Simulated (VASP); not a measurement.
# SiGe2 (Fm-3m) in VASP: a series of runs

Runs on SiGe2. Level: PBE. Tasks: single point, relaxation of cell and atoms.

All numbers are computed with VASP 6.6.1; they aren't measurements. Logs are shortened: lines on timing, memory, paths and dates and some standing lists are left out, and cuts for length are marked.

### Step 1. The cell of the first run

The structure is cubic, space group Fm-3m (No. 225). Conventional cell: a = 6.220 Å, b = 6.220 Å, c = 6.220 Å, α = 90.00°, β = 90.00°, γ = 90.00°. Si (site symmetry m-3m) has 8 Ge at 2.69 Å within 3.6 Å. Ge (site symmetry -43m) has 4 Si at 2.69 Å and 6 Ge at 3.11 Å within 3.6 Å.

The cell was built from a structure type or drawn by symmetry, and may not be a known phase.

### Step 2. Single point, PBE

INCAR reads:

```
  PREC = Accurate
  ENCUT = 520
  EDIFF = 1E-6
  ISMEAR = 0
  SIGMA = 0.1
  LREAL = F
  LASPH = T
  NELM = 80
  ALGO = Normal
  ISIF = 2
  LWAVE = F
  LCHARG = T
  GGA = PE
  LELF = T
  LVHAR = T
  NBANDS = 23
```

KPOINTS reads:

```
Automatic mesh
0
Gamma
  14 14 14
```

POSCAR reads:

```
SiGe2
1.0
    0.0000000000      3.1100094195      3.1100094195
    3.1100094195      0.0000000000      3.1100094195
    3.1100094195      3.1100094195      0.0000000000
Si Ge
1 2
Direct
    0.0000000000      0.0000000000      0.0000000000
    0.2500000000      0.2500000000      0.2500000000
    0.7500000000      0.7500000000      0.7500000000
```

Potentials or basis: VASP PAW PBE potentials, release 64 (Si, Ge_d).

Launch:

```sh
$ cat potpaw_PBE.64/Si/POTCAR potpaw_PBE.64/Ge_d/POTCAR > POTCAR
$ mpirun -np 1 vasp_std > vasp.out
```

OUTCAR:

```text
PREC = Accurate
   ENCUT = 520
   EDIFF = 1E-6
   ISMEAR = 0
   LREAL = F
   LASPH = T
   NELM = 80
   ISIF = 2
   GGA = PE

 ion  position               nearest neighbor table
   1  0.000  0.000  0.000-   3 2.69   3 2.69   3 2.69   2 2.69   3 2.69   2 2.69   2 2.69   2 2.69

   2  0.250  0.250  0.250-   1 2.69   1 2.69   1 2.69   1 2.69
   3  0.750  0.750  0.750-   1 2.69   1 2.69   1 2.69   1 2.69

  LATTYP: Found a face centered cubic cell.
 ALAT       =     6.2200188390

  Lattice vectors:

 A1 = (   0.0000000000,   3.1100094195,   3.1100094195)
 A2 = (   3.1100094195,   0.0000000000,   3.1100094195)
 A3 = (   3.1100094195,   3.1100094195,   0.0000000000)

Analysis of symmetry for initial positions (statically):
=====================================================================
 Subroutine PRICEL returns:
 Original cell was already a primitive cell.

 Routine SETGRP: Setting up the symmetry group for a
 face centered cubic supercell.

 Subroutine GETGRP returns: Found 48 space group operations
 (whereof 48 operations were pure point group operations)
 out of a pool of 48 trial point group operations.

The static configuration has the point symmetry O_h .

Analysis of symmetry for dynamics (positions and initial velocities):
=====================================================================
 Subroutine PRICEL returns:
 Original cell was already a primitive cell.

 Routine SETGRP: Setting up the symmetry group for a
 face centered cubic supercell.

 Subroutine GETGRP returns: Found 48 space group operations
 (whereof 48 operations were pure point group operations)
 out of a pool of 48 trial point group operations.

The dynamic configuration has the point symmetry O_h .

 Subroutine INISYM returns: Found 48 space group operations
 (whereof 48 operations are pure point group operations),
 and found     1 'primitive' translations

----------------------------------------------------------------------------------------

                                     Primitive cell

  volume of cell :      60.1610

  direct lattice vectors                    reciprocal lattice vectors
     0.000000000  3.110009419  3.110009419    -0.160771217  0.160771217  0.160771217
     3.110009419  0.000000000  3.110009419     0.160771217 -0.160771217  0.160771217
     3.110009419  3.110009419  0.000000000     0.160771217  0.160771217 -0.160771217

  length of vectors
     4.398217500  4.398217500  4.398217500     0.278463917  0.278463917  0.278463917

  position of ions in fractional coordinates (direct lattice)
     0.000000000  0.000000000  0.000000000
     0.250000000  0.250000000  0.250000000
     0.750000000  0.750000000  0.750000000

  ion indices of the primitive-cell ions
   primitive index   ion index
                 1           1
                 2           2
                 3           3

----------------------------------------------------------------------------------------

 KPOINTS: Automatic mesh

Automatic generation of k-mesh.
 Grid dimensions read from file:
 generate k-points for:   14   14   14

 Generating k-lattice:

  Cartesian coordinates                     Fractional coordinates (reciprocal lattice)
    -0.011483658  0.011483658  0.011483658     0.071428571  0.000000000  0.000000000
     0.011483658 -0.011483658  0.011483658     0.000000000  0.071428571  0.000000000
     0.011483658  0.011483658 -0.011483658     0.000000000  0.000000000  0.071428571

  Length of vectors
     0.019890280  0.019890280  0.019890280

  Shift w.r.t. Gamma in fractional coordinates (k-lattice)
     0.000000000  0.000000000  0.000000000

 Subroutine IBZKPT returns following result:
 ===========================================

 Found    104 irreducible k-points:

 Following reciprocal coordinates:
            Coordinates               Weight
  0.000000  0.000000  0.000000      1.000000
  0.071429  0.000000  0.000000      8.000000
  0.142857  0.000000  0.000000      8.000000
  0.214286  0.000000  0.000000      8.000000
  0.285714  0.000000  0.000000      8.000000
  0.357143  0.000000  0.000000      8.000000
[... 16 lines left out ...]
  0.214286  0.142857  0.000000     24.000000
  0.285714  0.142857  0.000000     24.000000
 [... further k-points ...]
   k-points           NKPTS =    104   k-points in BZ     NKDIM =    104   number of bands    NBANDS=     23
   number of dos      NEDOS =    301   number of ions     NIONS =      3
   total plane-waves  NPLWV =  46656
   dimension x,y,z NGX =    36 NGY =   36 NGZ =   36
   dimension x,y,z NGXF=    72 NGYF=   72 NGZF=   72
   ions per type =               1   2
   NGX,Y,Z   is equivalent  to a cutoff of  13.61, 13.61, 13.61 a.u.
   NGXF,Y,Z  is equivalent  to a cutoff of  27.21, 27.21, 27.21 a.u.
 SYSTEM =  unknown system
   PREC   = accura    normal or accurate (medium, high low for compatibility)
   ISTART =      0    job   : 0-new  1-cont  2-samecut
   ICHARG =      2    charge: 1-file 2-atom 10-const
   ISPIN  =      1    spin polarized calculation?
   LNONCOLLINEAR =      F non collinear calculations
   LSORBIT =      F    spin-orbit coupling
   LASPH  =      T    aspherical Exc in radial PAW
   ENCUT  =  520.0 eV  38.22 Ry    6.18 a.u.   8.18  8.18  8.18*2*pi/ulx,y,z
   NELM   =     80;   NELMIN=  2; NELMDL= -5     # of ELM steps
   EDIFF  = 0.1E-05   stopping-criterion for ELM
   LREAL  =      F    real-space projection
   EDIFFG = 0.1E-04   stopping-criterion for IOM
   NSW    =      0    number of steps for IOM
   IBRION =     -1    ionic relax: 0-MD 1-quasi-New 2-CG
   NFREE  =      0    steps in history (QN), initial steepest desc. (CG)
   ISIF   =      2    stress and relaxation
   ISYM   =      2    0-nonsym 1-usesym 2-fastsym
   POTIM  = 0.5000    time-step for ionic-motion
   TEBEG  =    0.0;   TEEND  =   0.0 temperature during run
   PSTRESS=    0.0 pullay stress
   NELECT =      32.0000    total number of electrons
   NUPDOWN=      -1.0000    fix difference up-down
   EMIN   =  10.00;   EMAX   =-10.00  energy-range for DOS
   EFERMI =   0.00;   METHOD = LEGACY
   ISMEAR =     0;   SIGMA  =   0.10  broadening in eV -4-tet -1-fermi 0-gaus
   EFERMI_NEDOS =   21; number of points for ismear=-14 and -15
   IALGO  =     38    algorithm
   IMIX   =      4    mixing-type and parameters
     AMIX     =   0.40;   BMIX     =  1.00
     AMIX_MAG =   1.60;   BMIX_MAG =  1.00
  volume/ion in A,a.u.               =      20.05       135.33
  Fermi-wavevector in a.u.,A,eV,Ry     =   1.326436  2.506601 23.938549  1.759434
  Thomas-Fermi vector in A             =   2.455823
   LORBIT       =      0    0 simple, 1 ext, 2 COOP (PROOUT), +10 PAW based schemes
   GGA     = PE    functional components
   LHFCALC =     F    Hartree Fock is set to
   AEXX    =    0.0000 exact exchange contribution
   IVDW    =     0    specifies the selected vdW correction
   LEPSILON=     F    determine dielectric tensor
   LRPA    =     F    only Hartree local field effects (RPA)
 non-spin polarized calculation
 Gauss-broadening in eV      SIGMA  =   0.10
  energy-cutoff  :      520.00
  volume of cell :       60.16
 maximum number of plane-waves:      1639
 NGX is ok and might be reduce to    36
   NGX = 17   NGY = 17   NGZ = 17

 number of electron      31.9999987 magnetization

 Free energy of the ion-electron system (eV)
  ---------------------------------------------------
  ext. energy  EPLUGINS =         0.00000000
  ---------------------------------------------------
  free energy    TOTEN  =       -13.28748590 eV

  energy without entropy =      -13.27841901  energy(sigma->0) =      -13.28295245

 E-fermi :   6.2265     XC(G=0): -10.4043

 val. band max:        6.2189130950   @ k =   0.4286   0.0000   0.0000
 cond. band min:       6.2311236150   @ k =   0.5000   0.0000   0.0000
 fundamental gap:      0.0122105199
 Fermi energy:         6.2264637933

 k-point     1 :       0.0000    0.0000    0.0000
  band No.  band energies     occupation
      1     -18.5245      2.00000
      2     -18.5245      2.00000
      3     -18.5036      2.00000
      4     -18.5036      2.00000
      5     -18.5036      2.00000
      6     -18.4588      2.00000
[... 15 lines left out ...]
     22      10.2598      0.00000
     23      11.6847      0.00000

 k-point     2 :       0.0714    0.0000    0.0000
  band No.  band energies     occupation
      1     -18.5232      2.00000
      2     -18.5232      2.00000
      3     -18.5031      2.00000
      4     -18.5029      2.00000
      5     -18.5029      2.00000
      6     -18.4594      2.00000
[... 15 lines left out ...]
     22      10.1550      0.00000
     23      12.1821      0.00000

 k-point     3 :       0.1429    0.0000    0.0000
  band No.  band energies     occupation
      1     -18.5196      2.00000
      2     -18.5196      2.00000
      3     -18.5015      2.00000
      4     -18.5010      2.00000
      5     -18.5010      2.00000
      6     -18.4609      2.00000
[... 15 lines left out ...]
     22      10.0062      0.00000
     23      13.1683      0.00000

 k-point     4 :       0.2143    0.0000    0.0000
  band No.  band energies     occupation
      1     -18.5137      2.00000
      2     -18.5137      2.00000
      3     -18.4991      2.00000
      4     -18.4981      2.00000
      5     -18.4981      2.00000
      6     -18.4633      2.00000
[... 15 lines left out ...]
     22      10.2932      0.00000
     23      14.3124      0.00000

 k-point     5 :       0.2857    0.0000    0.0000
  band No.  band energies     occupation
      1     -18.5059      2.00000
      2     -18.5059      2.00000
      3     -18.4957      2.00000
      4     -18.4942      2.00000
      5     -18.4942      2.00000
      6     -18.4667      2.00000
[... 434 lines left out ...]
 k-point    22 :       0.1429    0.1429    0.0000
  band No.  band energies     occupation
      1     -18.5238      2.00000
      2     -18.5128      2.00000
      3     -18.5045      2.00000
      4     -18.4986      2.00000
      5     -18.4986      2.00000
      6     -18.4627      2.00000
[... 15 lines left out ...]
     22      10.8642      0.00000
     23      11.9795      0.00000

 k-point    23 :       0.2143    0.1429    0.0000
  band No.  band energies     occupation
      1     -18.5222      2.00000
      2     -18.5068      2.00000
      3     -18.5041      2.00000
      4     -18.4958      2.00000
      5     -18.4958      2.00000
      6     -18.4649      2.00000
[... 15 lines left out ...]
     22      11.0647      0.00000
     23      12.6323      0.00000

 k-point    24 :       0.2857    0.1429    0.0000
  band No.  band energies     occupation
      1     -18.5183      2.00000
      2     -18.5032      2.00000
      3     -18.4982      2.00000
      4     -18.4924      2.00000
      5     -18.4922      2.00000
      6     -18.4679      2.00000
[... 15 lines left out ...]
     22      11.3438      0.00000
     23      13.6665      0.00000

 [... further k-points ...]

------------------------ aborting loop because EDIFF is reached ----------------------------------------

  FORCE on cell =-STRESS in cart. coord.  units (eV):
  Direction    XX          YY          ZZ          XY          YZ          ZX
  --------------------------------------------------------------------------------------
  -------------------------------------------------------------------------------------
  Total       -0.0483824     -0.0483824     -0.0483824      0.0000000      0.0000000     -0.0000000
  in kB       -1.2884949     -1.2884949     -1.2884949      0.0000000      0.0000000     -0.0000000
  external PRESSURE =      -1.2884949 kB  Pullay stress =       0.0000000 kB

 VOLUME and BASIS-vectors are now :
 -----------------------------------------------------------------------------
  energy-cutoff  :      520.00
  volume of cell :       60.16
      direct lattice vectors                 reciprocal lattice vectors
     0.000000000  3.110009419  3.110009419    -0.160771217  0.160771217  0.160771217
     3.110009419  0.000000000  3.110009419     0.160771217 -0.160771217  0.160771217
     3.110009419  3.110009419  0.000000000     0.160771217  0.160771217 -0.160771217

 POSITION                                       TOTAL-FORCE (eV/Angst)
 -----------------------------------------------------------------------------------
      0.00000      0.00000      0.00000         0.000000     -0.000000      0.000000
      1.55500      1.55500      1.55500         0.000000      0.000000     -0.000000
      4.66501      4.66501      4.66501        -0.000000     -0.000000      0.000000
 -----------------------------------------------------------------------------------
    total drift:                                0.000000      0.000000      0.000000

  FREE ENERGIE OF THE ION-ELECTRON SYSTEM (eV)
  ---------------------------------------------------
  free  energy   TOTEN  =       -13.2874859018 eV

  energy  without entropy=      -13.2784190071  energy(sigma->0) =      -13.28295245
```

It took 4 min on 1 thread of Intel Xeon 8259CL, shared host; peak memory 0.28 GiB.

What came out:

| Item | Value |
| --- | --- |
| Free energy | -13.2875 eV |
| Pressure | -0.1 GPa |
| Band gap on the k mesh | zero (bands 16 and 17 overlap by 2.41 eV) |

Levels at points of the mesh, in eV from the Fermi level:
```tsv
k point	band 14	band 15	band 16	band 17	band 18	band 19
(0.00, 0.00, 0.00)	-1.59	-1.59	-1.38	-1.06	-1.06	-1.06
(0.50, 0.00, 0.00)	-2.77	-2.77	-0.68	-0.68	0.00	5.04
(0.50, 0.50, 0.00)	-4.65	-4.65	-1.22	4.12	4.12	4.86
```

### Step 3. Relaxation of cell and atoms, PBE

This run uses another cell than the first one, of 20.15 Å³/atom.

INCAR reads:

```
SYSTEM = SiGe2
ALGO = Normal
EDIFF = 1E-6
EDIFFG = -0.01
ENCUT = 600
GGA = PE
IBRION = 2
ISIF = 3
ISMEAR = 0
LASPH = .True.
LCHARG = .False.
LREAL = .False.
LWAVE = .False.
NELM = 100
NSW = 100
PREC = Accurate
SIGMA = 0.1
```

KPOINTS reads:

```
k-points
0
Gamma
  14 14 14
  0 0 0
```

POSCAR reads:

```
SiGe2
1.0
    0.0000000000      3.1149766959      3.1149766959
    3.1149766959      0.0000000000      3.1149766959
    3.1149766959      3.1149766959      0.0000000000
Si Ge
1 2
Direct
    0.0000000000      0.0000000000      0.0000000000
    0.2500000000      0.2500000000      0.2500000000
    0.7500000000      0.7500000000      0.7500000000
```

Potentials or basis: VASP PAW PBE potentials, release 64 (Si, Ge_d).

Launch:

```sh
$ cat potpaw_PBE.64/Si/POTCAR potpaw_PBE.64/Ge_d/POTCAR > POTCAR
$ mpirun -np 1 vasp_std > vasp.out
```

OUTCAR:

```text
SYSTEM = SiGe2
   EDIFF = 1E-6
   EDIFFG = -0.01
   ENCUT = 600
   GGA = PE
   IBRION = 2
   ISIF = 3
   ISMEAR = 0
   LASPH = .True.
   LREAL = .False.
   NELM = 100
   NSW = 100
   PREC = Accurate

 ion  position               nearest neighbor table
   1  0.000  0.000  0.000-   3 2.70   3 2.70   3 2.70   2 2.70   3 2.70   2 2.70   2 2.70   2 2.70

   2  0.250  0.250  0.250-   1 2.70   1 2.70   1 2.70   1 2.70
   3  0.750  0.750  0.750-   1 2.70   1 2.70   1 2.70   1 2.70

  LATTYP: Found a face centered cubic cell.
 ALAT       =     6.2299533918

  Lattice vectors:

 A1 = (   0.0000000000,   3.1149766959,   3.1149766959)
 A2 = (   3.1149766959,   0.0000000000,   3.1149766959)
 A3 = (   3.1149766959,   3.1149766959,   0.0000000000)

Analysis of symmetry for initial positions (statically):
=====================================================================
 Subroutine PRICEL returns:
 Original cell was already a primitive cell.

 Routine SETGRP: Setting up the symmetry group for a
 face centered cubic supercell.

 Subroutine GETGRP returns: Found 48 space group operations
[... 212 lines left out ...]

  energy without entropy =      -13.27858006  energy(sigma->0) =      -13.28313121

 E-fermi :   6.2429     XC(G=0): -10.4113

 val. band max:        6.2386286780   @ k =   0.4286   0.0000   0.0000
 cond. band min:       6.2506375867   @ k =   0.5000   0.0000   0.0000
 fundamental gap:      0.0120089087
 Fermi energy:         6.2428994601

 k-point     1 :       0.0000    0.0000    0.0000
  band No.  band energies     occupation
      1     -18.5099      2.00000
      2     -18.5099      2.00000
      3     -18.4889      2.00000
      4     -18.4889      2.00000
      5     -18.4889      2.00000
      6     -18.4439      2.00000
[... 541 lines left out ...]
     19       7.7993      0.00000
     20       9.8248      0.00000

 [... further k-points ...]

------------------------ aborting loop because EDIFF is reached ----------------------------------------

  FORCE on cell =-STRESS in cart. coord.  units (eV):
  Direction    XX          YY          ZZ          XY          YZ          ZX
  --------------------------------------------------------------------------------------
  -------------------------------------------------------------------------------------
  Total        0.0237491      0.0237491      0.0237491      0.0000000      0.0000000      0.0000000
  in kB        0.6334643      0.6334643      0.6334643      0.0000000      0.0000000      0.0000000
  external PRESSURE =       0.6334643 kB  Pullay stress =       0.0000000 kB

 VOLUME and BASIS-vectors are now :
 -----------------------------------------------------------------------------
  energy-cutoff  :      600.00
  volume of cell :       60.07
      direct lattice vectors                 reciprocal lattice vectors
     0.000000000  3.108386008  3.108386008    -0.160855183  0.160855183  0.160855183
     3.108386008  0.000000000  3.108386008     0.160855183 -0.160855183  0.160855183
     3.108386008  3.108386008 -0.000000000     0.160855183  0.160855183 -0.160855183

 POSITION                                       TOTAL-FORCE (eV/Angst)
 -----------------------------------------------------------------------------------
      3.10839      6.21677      3.10839        -0.000000      0.000000     -0.000000
      1.55419      1.55419      1.55419         0.000000     -0.000000     -0.000000
      4.66258      4.66258      4.66258        -0.000000      0.000000      0.000000
 -----------------------------------------------------------------------------------
    total drift:                                0.000000      0.000000      0.000000

  FREE ENERGIE OF THE ION-ELECTRON SYSTEM (eV)
  ---------------------------------------------------
  free  energy   TOTEN  =       -13.2876823650 eV

  energy  without entropy=      -13.2785800629  energy(sigma->0) =      -13.28313121

 reached required accuracy - stopping structural energy minimisation
```

OSZICAR:

```text
N       E                     dE             d eps       ncg     rms          rms(c)
DAV:   1     0.225388352201E+03    0.22539E+03   -0.17759E+04  4428   0.419E+03
[... 12 lines left out ...]
       N       E                     dE             d eps       ncg     rms          rms(c)
DAV:   1    -0.133000582015E+02   -0.12531E-01   -0.18284E-01  4948   0.813E+00    0.647E-01
DAV:   2    -0.132908102754E+02    0.92479E-02   -0.13641E-02  5304   0.227E+00    0.330E-01
DAV:   3    -0.132878689398E+02    0.29413E-02   -0.50783E-03  5324   0.122E+00    0.670E-02
DAV:   4    -0.132876919155E+02    0.17702E-03   -0.27845E-04  5408   0.310E-01    0.306E-02
DAV:   5    -0.132876815505E+02    0.10365E-04   -0.15959E-05  4660   0.611E-02    0.970E-03
DAV:   6    -0.132876823650E+02   -0.81451E-06   -0.15684E-06  2468   0.241E-02
   2 F= -.13287682E+02 E0= -.13283131E+02  d E =-.154559E-03
```

Run time: 5.3 min. Hardware: 1 thread of Intel Xeon 8259CL, shared host; peak memory 0.31 GiB.

Results:

| Property | Result |
| --- | --- |
| Free energy | -13.2877 eV |
| Relaxed volume | 20.02 Å³/atom |
| Relaxed cell | a = 4.396 Å, b = 4.396 Å, c = 4.396 Å, α = 60.00°, β = 60.00°, γ = 60.00° |
| Space group after relaxing (to 0.1 Å) | Fm-3m (No. 225) |
| Energy gained by relaxing | 0.1 meV/atom |
| Ionic steps | 2 |
| Pressure after relaxing | 0.1 GPa |
| Band gap on the k mesh | zero (bands 16 and 17 overlap by 2.42 eV) |

The path:
| step | energy change (eV) | largest force (eV/Å) | pressure (GPa) | volume (Å³) |
| --- | --- | --- | --- | --- |
| 1 | 0.0000 | 0.0000 | -0.35 | 60.45 |
| 2 | -0.0002 | 0.0000 | 0.06 | 60.07 |

Final structure:
```
CELL_PARAMETERS angstrom
0.00000 3.10839 3.10839
3.10839 0.00000 3.10839
3.10839 3.10839 0.00000
ATOMIC_POSITIONS crystal
Si 0.00000 0.00000 0.00000
Ge 0.25000 0.25000 0.25000
Ge 0.75000 0.75000 0.75000
```
